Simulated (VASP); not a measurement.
Wanted: the native input for a VASP 6.6.1 run.

```
Task                   : single point
Functional             : PBE
Dispersion             : D3(BJ)
Potentials or basis    : VASP PAW PBE potentials, release 64 (Si, H, O, C)
Cutoff                 : 520 eV
k mesh                 : 1 × 1 × 1
Occupations            : fermi-dirac, width 0.02 eV
Spin                   : no spin polarisation
Dipole correction      : no
Further INCAR settings : LREAL = Auto; ALGO = Normal; EDIFF = 1e-06; NBANDS = 72
```

The structure of Si4H26C5O5 lies in POSCAR:

```
Si4H26C5O5
1.0
    8.7633810000      0.0000000000      0.0000000000
    0.0000000000      8.7633810000      0.0000000000
    0.0000000000      0.0000000000      8.7633810000
Si H O C
4 26 5 5
Direct
    0.4477344883      0.5124881006      0.3357727411
    0.6817614364      0.2935829426      0.7008331413
    0.9282083130      0.6541542720      0.0399650683
    0.8837235867      0.2004601076      0.2255907198
    0.5724670157      0.4493157597      0.2372484038
    0.3738889460      0.3832494892      0.4196460242
    0.5145215193      0.6199776991      0.4503360496
    0.3311526971      0.5929281016      0.2405048748
    0.7642577767      0.4412887712      0.6751051631
    0.5345453578      0.3292225285      0.7800926298
    0.6515692446      0.2198809589      0.5509028845
    0.7776282603      0.1935316461      0.8005913669
    0.9677661776      0.5289918336     -0.0683250980
    0.7601619586      0.6508897540      0.0707700441
    1.0121197359      0.6319940866      0.1866203749
    0.9692438028      0.8049654068     -0.0281284849
    0.8317674724      0.3016352084      0.0983321526
    0.9427886533      0.2963312614      0.3534586678
    0.7518722979      0.1078669199      0.2818087321
    1.0064986038      0.0962779172      0.1695851298
    0.0675209501      0.7120920806      0.4940770998
    0.0468158093      0.4953275230      0.4835300804
    0.6126699613      0.7284177839      0.7468000027
    0.6553812061      0.8760392938      0.8982351555
    0.2295601831      0.1531122194      0.4443253745
    0.2690054673     -0.0466411678      0.3727992197
    0.4547144420      0.1245200853      0.2255773411
    0.5329762680      0.0971100997      0.0252088384
    0.2215686719      0.3952643586      0.8467653482
    0.2613625880      0.1840832309      0.8196954228
    0.1522084442      0.5855760358      0.6697688234
    0.5419134943      0.9474216503      0.7075461162
    0.0967481582     -0.0202342603      0.5267426372
    0.4480191107     -0.0898537208      0.1328390303
    0.2688877445      0.2677730327      1.0360542827
    0.0880566592      0.5979496145      0.5475090475
    0.6033976718      0.8503299722      0.7848670144
    0.1985340512      0.0290885157      0.4466638726
    0.4782289629      0.0451680842      0.1282137705
    0.2494392117      0.2829341032      0.8993137368
```

The input as run:

INCAR

```
SYSTEM = Si4H26C5O5
PREC = Accurate
ENCUT = 520
EDIFF = 1E-6
ISMEAR = -1
SIGMA = 0.02
LREAL = Auto
LASPH = .TRUE.
NELM = 100
ALGO = Normal
ISIF = 2
LWAVE = .FALSE.
LCHARG = .FALSE.
GGA = PE
IVDW = 12
NBANDS = 72
```

KPOINTS

```
Automatic mesh
0
G
  1 1 1
  0 0 0
```

Potentials or basis: VASP PAW PBE potentials, release 64 (Si, H, O, C).

Run with:

```sh
$ cat potpaw_PBE.64/Si/POTCAR potpaw_PBE.64/H/POTCAR potpaw_PBE.64/O/POTCAR potpaw_PBE.64/C/POTCAR > POTCAR
$ mpirun -np 1 vasp_gam > vasp.out
```

It gave:

The pressure is -0.4 GPa. The largest force is 0.559 eV/Å and the band gap on the k mesh is 3.20 eV. The dispersion energy per atom is -0.037 eV.

Caveat: the k points lie up to 0.72 Å⁻¹ apart.

Wall time 64 s on 1 thread of AMD EPYC 9R45 96-Core Processor (Zen 5), on a shared host, peak memory 0.65 GiB.
